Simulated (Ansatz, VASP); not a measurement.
One calculation of SnO2, two programs

File INCAR:

```
SYSTEM = SnO2
PREC     = Accurate       ! precision mode
ENCUT    = 520            ! plane-wave cutoff, eV
EDIFF    = 1E-6           ! SCF threshold, eV
ISMEAR   = 0              ! smearing method
SIGMA    = 0.05           ! smearing width, eV
LREAL    = .FALSE.        ! projectors in reciprocal space
LASPH    = .TRUE.         ! aspherical terms in the spheres
NELM     = 80             ! most SCF steps
ALGO     = Normal         ! electronic algorithm
ISIF     = 2              ! what is computed and relaxed
LWAVE    = .FALSE.        ! write WAVECAR
LCHARG   = .FALSE.        ! write CHGCAR
GGA      = PE             ! functional
IVDW     = 12             ! dispersion correction
NBANDS   = 35             ! bands
```

File KPOINTS:

```
Automatic mesh
0
G
  12 12 4
  0 0 0
```

Contents of POSCAR:

```
SnO2
1.0
    3.2318013656      0.0000000000      0.0000000000
   -1.6159006828      2.7988220826      0.0000000000
    0.0000000000      0.0000000000     10.6100038833
Sn O
2 4
Direct
    0.0000000000      0.0000000000      0.5000000000
    0.0000000000      0.0000000000      0.0000000000
    0.6666666667      0.3333333333      0.4017901367
    0.6666666667      0.3333333333      0.0982098633
    0.3333333333      0.6666666667      0.5982098633
    0.3333333333      0.6666666667      0.9017901367
```

Input for Ansatz:

```yaml
crystal:
  lattice:
    - [3.2318013656, 0.0, 0.0]
    - [-1.6159006828, 2.7988220826, 0.0]
    - [0.0, 0.0, 10.6100038833]
  atoms:
    - { symbol: Sn, position: [0.0, 0.0, 0.5] }
    - { symbol: Sn, position: [0.0, 0.0, 0.0] }
    - { symbol: O, position: [0.6666666667, 0.3333333333, 0.4017901367] }
    - { symbol: O, position: [0.6666666667, 0.3333333333, 0.0982098633] }
    - { symbol: O, position: [0.3333333333, 0.6666666667, 0.5982098633] }
    - { symbol: O, position: [0.3333333333, 0.6666666667, 0.9017901367] }
basis:
  ecutwfc: 520.0
kpoints:
  mp_grid: { grid: [12, 12, 4] }
hamiltonian:
  xc: pbe
  dispersion: d3bj
scf:
  occupations: { method: gaussian, width: 0.05 }
output:
  forces: true
  stress: true
  eigenvalues: true
```

Alike in both runs: task single point; functional PBE; dispersion D3(BJ); k mesh 12 × 12 × 4; occupations gaussian, width 0.05 eV; no spin polarisation.

```csv
,VASP,Ansatz
version,VASP 6.6.1,Ansatz 0.2.0
potentials or method,"VASP PAW PBE potentials, release 64 (Sn_d, O), cutoff 520 eV","scalar-relativistic, plane waves, PAW"
valence electrons in the cell,52,52
```

```tsv
	VASP	Ansatz	Ansatz less VASP
gap on the k mesh at the Fermi level (eV)	1.98	2.00	+0.026
least direct gap on the mesh (eV)	2.30	2.32	+0.021
pressure (GPa)	-3.4	-3.9	-0.51
traceless stress, the component that is largest in VASP (GPa)	0.07	0.38	+0.305
rms of the force components (eV/Å)	0.190	0.214	+0.0248
```

Atom by atom the forces differ by 0.025 eV/Å (rms over components).
